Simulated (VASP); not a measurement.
VSi2 (d3), 9 atoms in the cell. It takes space group P6_222 (No. 180, hexagonal). Conventional cell: a = 4.535 Å, b = 4.535 Å, c = 6.319 Å, α = 90.00°, β = 90.00°, γ = 120.00°. Within 3.3 Å of V (site symmetry 222) lie 10 Si at 2.49 to 2.65 Å and 4 V at 3.09 Å. Within 3.3 Å of Si (site symmetry 2) lie 9 Si at 2.46 to 3.14 Å and 5 V at 2.49 to 2.65 Å. 

- Program: VASP 6.6.1
- Task: single point
- Functional: PBE
- Dispersion: D3(BJ)
- Potentials or basis: VASP PAW PBE potentials, release 64 (V_sv, Si)
- Cutoff: 520 eV
- k mesh: 6 × 6 × 4
- Occupations: gaussian, width 0.1 eV
- Spin: no spin polarisation
- Dipole correction: no
- Further INCAR settings: ALGO = Normal; EDIFF = 1e-06; NBANDS = 42

Potentials or basis: VASP PAW PBE potentials, release 64 (V_sv, Si).

The run is started by

```bash
$ cat potpaw_PBE.64/V_sv/POTCAR potpaw_PBE.64/Si/POTCAR > POTCAR
$ mpirun -np 1 vasp_std > vasp.out
```

Hardware: 1 thread of Intel(R) Xeon(R) Platinum 8488C (Sapphire Rapids) (shared host).

How long does it take, and how much memory?

Run time: 72 s on 1 thread of Intel(R) Xeon(R) Platinum 8488C (Sapphire Rapids) (shared host), peak memory 0.27 GiB. Counts: scf iterations 14, k points 21.
